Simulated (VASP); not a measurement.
# SnO (P6_3mc) in VASP: further runs, part 3 of 3

VASP 6.6.1. Earlier steps stand in the parts before.

### Step 6. Single point, r2SCAN (volume changed by +6%)

Input file POSCAR:

```
SnO
1.0
    3.3622175725      0.0000000000      0.0000000000
   -1.6811087862      2.9117658309      0.0000000000
    0.0000000000      0.0000000000     18.7218810276
Sn O
4 4
Direct
    0.0000000000      0.0000000000     -0.0027326677
    0.3333333333      0.6666666667      0.2463782473
    0.0000000000      0.0000000000      0.4972673323
    0.6666666667      0.3333333333      0.7463782473
    0.0000000000      0.0000000000      0.1902282771
    0.3333333333      0.6666666667      0.4411261433
    0.0000000000      0.0000000000      0.6902282771
    0.6666666667      0.3333333333      0.9411261433
```

Input file INCAR.step1:

```
SYSTEM = SnO
ALGO = Normal
EDIFF = 1E-4
ENCUT = 520
GGA = PE
ISMEAR = 0
LASPH = .TRUE.
LCHARG = .FALSE.
LREAL = .FALSE.
LWAVE = .TRUE.
NBANDS = 50
NELM = 80
PREC = Accurate
SIGMA = 0.01
```

Input file INCAR.step2:

```
SYSTEM = SnO
ALGO = Normal
EDIFF = 1E-6
ENCUT = 520
ISIF = 2
ISMEAR = 0
ISTART = 1
LASPH = .TRUE.
LCHARG = .FALSE.
LMIXTAU = .TRUE.
LREAL = .FALSE.
LWAVE = .FALSE.
METAGGA = R2SCAN
NBANDS = 50
NELM = 80
PREC = Accurate
SIGMA = 0.01
```

Input file KPOINTS:

```
k-points
0
G
  9 9 2
  0 0 0
```

Potentials or basis: VASP PAW PBE potentials, release 64 (Sn_d, O).

Run with:

```bash
> cat potpaw_PBE.64/Sn_d/POTCAR potpaw_PBE.64/O/POTCAR > POTCAR
> cp INCAR.step1 INCAR
> mpirun -np 1 vasp_std > vasp.out
> cp INCAR.step2 INCAR
> mpirun -np 1 vasp_std > vasp.out
```

OUTCAR:

```text
SYSTEM = SnO
   EDIFF = 1E-6
   ENCUT = 520
   ISIF = 2
   ISMEAR = 0
   ISTART = 1
   LASPH = .TRUE.
   LREAL = .FALSE.
   METAGGA = R2SCAN
   NELM = 80
   PREC = Accurate

 ion  position               nearest neighbor table
   1  0.000  0.000  0.997-   8 2.21   8 2.21   8 2.21
   2  0.333  0.667  0.246-   5 2.21   5 2.21   5 2.21
   3  0.000  0.000  0.497-   6 2.21   6 2.21   6 2.21
   4  0.667  0.333  0.746-   7 2.21   7 2.21   7 2.21
   5  0.000  0.000  0.190-   2 2.21   2 2.21   2 2.21
   6  0.333  0.667  0.441-   3 2.21   3 2.21   3 2.21
   7  0.000  0.000  0.690-   4 2.21   4 2.21   4 2.21
   8  0.667  0.333  0.941-   1 2.21   1 2.21   1 2.21
[... 1484 lines left out ...]
  Total       -4.0754013     -4.0754013     -2.6094076     -0.0000000      0.0000000      0.0000000
  in kB      -35.6245367    -35.6245367    -22.8097629     -0.0000000      0.0000000      0.0000000
  external PRESSURE =     -31.3529454 kB  Pullay stress =       0.0000000 kB

 VOLUME and BASIS-vectors are now :
 -----------------------------------------------------------------------------
  energy-cutoff  :      520.00
  volume of cell :      183.29
      direct lattice vectors                 reciprocal lattice vectors
     3.362217573  0.000000000  0.000000000     0.297422751  0.171717105  0.000000000
    -1.681108786  2.911765831  0.000000000     0.000000000  0.343434211  0.000000000
     0.000000000  0.000000000 18.721881028     0.000000000  0.000000000  0.053413436

 POSITION                                       TOTAL-FORCE (eV/Angst)
 -----------------------------------------------------------------------------------
      0.00000      0.00000     18.67072         0.000000      0.000000     -0.451209
     -0.00000      1.94118      4.61266        -0.000000     -0.000000     -0.449666
      0.00000      0.00000      9.30978        -0.000000      0.000000     -0.451209
      1.68111      0.97059     13.97360        -0.000000      0.000000     -0.449666
      0.00000      0.00000      3.56143        -0.000000     -0.000000      0.452240
     -0.00000      1.94118      8.25871        -0.000000     -0.000000      0.448635
      0.00000      0.00000     12.92237        -0.000000      0.000000      0.452240
      1.68111      0.97059     17.61965         0.000000      0.000000      0.448635
 -----------------------------------------------------------------------------------
    total drift:                               -0.000000     -0.000000      0.005758

  FREE ENERGIE OF THE ION-ELECTRON SYSTEM (eV)
  ---------------------------------------------------
  free  energy   TOTEN  =      -130.6197395234 eV

  energy  without entropy=     -130.6197395234  energy(sigma->0) =     -130.61973952
```

OUTCAR.step1:

```text
SYSTEM = SnO
   EDIFF = 1E-4
   ENCUT = 520
   GGA = PE
   ISMEAR = 0
   LASPH = .TRUE.
   LREAL = .FALSE.
   NELM = 80
[... 1515 lines left out ...]
     -0.00000      1.94118      8.25871        -0.000000      0.000000      0.062100
      0.00000      0.00000     12.92237        -0.000000      0.000000      0.062873
      1.68111      0.97059     17.61965         0.000000     -0.000000      0.062100
 -----------------------------------------------------------------------------------
    total drift:                               -0.000000     -0.000000     -0.010442

  FREE ENERGIE OF THE ION-ELECTRON SYSTEM (eV)
  ---------------------------------------------------
  free  energy   TOTEN  =       -42.9373986636 eV

  energy  without entropy=      -42.9373986636  energy(sigma->0) =      -42.93739866
```

OSZICAR.step1:

```text
N       E                     dE             d eps       ncg     rms          rms(c)
DAV:   1     0.102351741981E+04    0.10235E+04   -0.38159E+04  2648   0.222E+03
DAV:   2     0.158174279640E+03   -0.86534E+03   -0.82991E+03  2504   0.656E+02
DAV:   3    -0.346683558041E+02   -0.19284E+03   -0.18530E+03  2812   0.240E+02
DAV:   4    -0.504407514570E+02   -0.15772E+02   -0.15535E+02  2774   0.732E+01
DAV:   5    -0.510554393198E+02   -0.61469E+00   -0.61187E+00  2826   0.146E+01    0.169E+01
DAV:   6    -0.432896594323E+02    0.77658E+01   -0.37254E+01  3850   0.573E+01    0.879E+00
DAV:   7    -0.430024568315E+02    0.28720E+00   -0.60641E+00  2754   0.118E+01    0.413E+00
DAV:   8    -0.429533816411E+02    0.49075E-01   -0.10431E+00  3260   0.479E+00    0.143E+00
DAV:   9    -0.429337995132E+02    0.19582E-01   -0.87053E-02  3740   0.259E+00    0.507E-01
DAV:  10    -0.429399771829E+02   -0.61777E-02   -0.28821E-02  3318   0.132E+00    0.419E-01
DAV:  11    -0.429372975721E+02    0.26796E-02   -0.60239E-03  3424   0.611E-01    0.141E-01
DAV:  12    -0.429374198976E+02   -0.12233E-03   -0.39076E-03  2806   0.269E-01    0.723E-02
DAV:  13    -0.429373986636E+02    0.21234E-04   -0.41205E-04  2456   0.184E-01
   1 F= -.42937399E+02 E0= -.42937399E+02  d E =-.931271E-23
```

Run time: 26 min. Hardware: 1 thread of Oxide Virtual Turin-like, shared host; peak memory 0.42 GiB.

What came out:

```
Free energy            : -130.6197 eV
Pressure               : -3.1 GPa
Largest force          : 0.452 eV/Å
Band gap on the k mesh : 1.74 eV, indirect (least direct gap 2.16 eV)
```

Forces on the atoms (eV/Å):
```
Sn   0.000  0.000 -0.451
Sn   0.000  0.000 -0.450
Sn   0.000  0.000 -0.451
Sn   0.000  0.000 -0.450
O    0.000  0.000  0.452
O    0.000  0.000  0.449
O    0.000  0.000  0.452
O    0.000  0.000  0.449
```

Levels at points of the mesh, in eV from the valence-band top:
| k point | band 37 | band 38 | band 39 | band 40 | band 41 | band 42 | band 43 | band 44 |
| --- | --- | --- | --- | --- | --- | --- | --- | --- |
| (0.00, 0.00, 0.00) | -1.96 | -1.47 | -1.44 | -0.87 | 1.74 | 2.40 | 2.43 | 3.08 |
| (0.00, 0.00, 0.50) | -1.81 | -1.81 | -1.06 | -1.06 | 1.95 | 1.95 | 2.88 | 2.88 |

Caveat: the PAW data sets were made with another functional, which shifts forces and pressure a little; spin-orbit coupling is left out, which moves the levels of the heavy elements. A k mesh can miss the band edges.

### Step 7. Overview

```csv
level,cell,gap on the mesh (eV),pressure (GPa),largest force (eV/Å)
PBE,"a = 3.426, b = 3.426, c = 18.672 Å, angles 90.0, 90.0, 120.0°, 8 atoms",1.53,-2.9,0.44
r2SCAN,"a = 3.230, b = 3.230, c = 17.987 Å, angles 90.0, 90.0, 120.0°, 8 atoms",1.53,5.4,0.81
r2SCAN,"a = 3.264, b = 3.264, c = 18.176 Å, angles 90.0, 90.0, 120.0°, 8 atoms",1.59,2.7,0.44
r2SCAN,"a = 3.330, b = 3.330, c = 18.544 Å, angles 90.0, 90.0, 120.0°, 8 atoms",1.69,-1.5,0.19
r2SCAN,"a = 3.362, b = 3.362, c = 18.722 Å, angles 90.0, 90.0, 120.0°, 8 atoms",1.74,-3.1,0.45
```

Alike in all rows: task single point; potentials or basis VASP PAW PBE potentials, release 64 (Sn_d, O); no spin polarisation; k mesh 9 × 9 × 2; cutoff (eV) 520; smearing gaussian 0.01 eV.

Caveats: spin-orbit coupling is left out, which moves the levels of the heavy elements; the PAW data sets were made with another functional, which shifts forces and pressure a little (some runs).

Total energies depend on the potentials used, so only differences within one code and one set of settings carry meaning.
